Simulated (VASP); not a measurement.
Here is a VASP 6.6.1 calculation.

The input INCAR:

```
SYSTEM = SnSe
PREC = Accurate
ENCUT = 520
EDIFF = 1E-7
ISMEAR = 0
SIGMA = 0.05
LREAL = .FALSE.
LASPH = .TRUE.
NELM = 80
ALGO = Normal
ISIF = 2
LWAVE = .FALSE.
LCHARG = .FALSE.
GGA = PE
NBANDS = 50
```

KPOINTS

```
Automatic mesh
0
G
  4 6 6
  0 0 0
```

Contents of POSCAR:

```
SnSe
1.0
   12.5018152830      0.0000000000      0.0000000000
    0.0000000000      4.2070054080      0.0000000000
    0.0000000000      0.0000000000      4.5671013721
Sn Se
4 4
Direct
    0.1214769848      0.2500000000      0.1164645414
    0.8785230152      0.7500000000      0.8835354586
    0.3785230152      0.7500000000      0.6164645414
    0.6214769848      0.2500000000      0.3835354586
    0.8548816258      0.2500000000      0.4763342523
    0.1451183742      0.7500000000      0.5236657477
    0.6451183742      0.7500000000      0.9763342523
    0.3548816258      0.2500000000      0.0236657477
```

Potentials or basis: VASP PAW PBE potentials, release 64 (Sn_d, Se).

Launch:

```console
$ cat potpaw_PBE.64/Sn_d/POTCAR potpaw_PBE.64/Se/POTCAR > POTCAR
$ mpirun -np 1 vasp_std > vasp.out
```

Question: What does it give for the largest force?

Answer: 0.363 eV/Å.

Question: Estimate the band gap on the k mesh.

Answer: 0.61 eV (least direct gap 0.97 eV).

Question: Estimate the pressure.

Answer: -2.1 GPa.

Stress tensor (GPa, compression positive):
```
-4.30  0.00  0.00
 0.00 -0.94  0.00
 0.00  0.00 -1.02
```

Caveat: the cell differs from its parent crystal (strain +0.0600 x Voigt [1, 0, 0, 0, 0, 0]); semilocal functionals underestimate gaps, and a narrow one can read as zero; spin-orbit coupling is left out, which moves the levels of the heavy elements. A k mesh can miss the band edges.
